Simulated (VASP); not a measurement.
Input of a VASP 6.6.1 run:

Contents of INCAR:

```
PREC     = Accurate       # precision mode
ENCUT    = 520            # plane-wave cutoff, eV
EDIFF    = 1E-7           # SCF threshold, eV
ISMEAR   = 0              # smearing method
SIGMA    = 0.02           # smearing width, eV
LREAL    = F              # projectors in reciprocal space
LASPH    = T              # aspherical terms in the spheres
NELM     = 60             # most SCF steps
ALGO     = Normal         # electronic algorithm
ISIF     = 2              # what is computed and relaxed
LWAVE    = F              # write WAVECAR
LCHARG   = F              # write CHGCAR
GGA      = PS             # functional
NBANDS   = 34             # bands
```

The input KPOINTS:

```
regular mesh
0
Gamma
  8 8 12
```

POSCAR

```
Hf2N
1.0
    5.3131240200      0.0000000000      0.0000000000
    0.0000000000      5.3131240200      0.0000000000
    0.0000000000      0.0000000000      3.2420983900
Hf N
4 2
Direct
    0.2955363700      0.2955363700      0.0000000000
    0.7044636300      0.7044636300      0.0000000000
    0.7955363700      0.2044636300      0.5000000000
    0.2044636300      0.7955363700      0.5000000000
    0.0000000000      0.0000000000      0.0000000000
    0.5000000000      0.5000000000      0.5000000000
```

Potentials or basis: VASP PAW PBE potentials, release 64 (Hf_pv, N).

The run is started by

```sh
$ cat potpaw_PBE.64/Hf_pv/POTCAR potpaw_PBE.64/N/POTCAR > POTCAR
$ mpirun -np 1 vasp_std > vasp.out
```

(1) Estimate the pressure.

(2) What does it give for the band gap on the k mesh?

(3) Estimate the largest force.

## Answers

(1) -3.3 GPa.

(2) zero (band 25 reaches 7.21 eV, above the bottom of band 26 at 4.55 eV).

(3) 0.008 eV/Å.

Caveat: the PAW data sets were made with another functional, which shifts forces and pressure a little; spin-orbit coupling is left out, which moves the levels of the heavy elements.
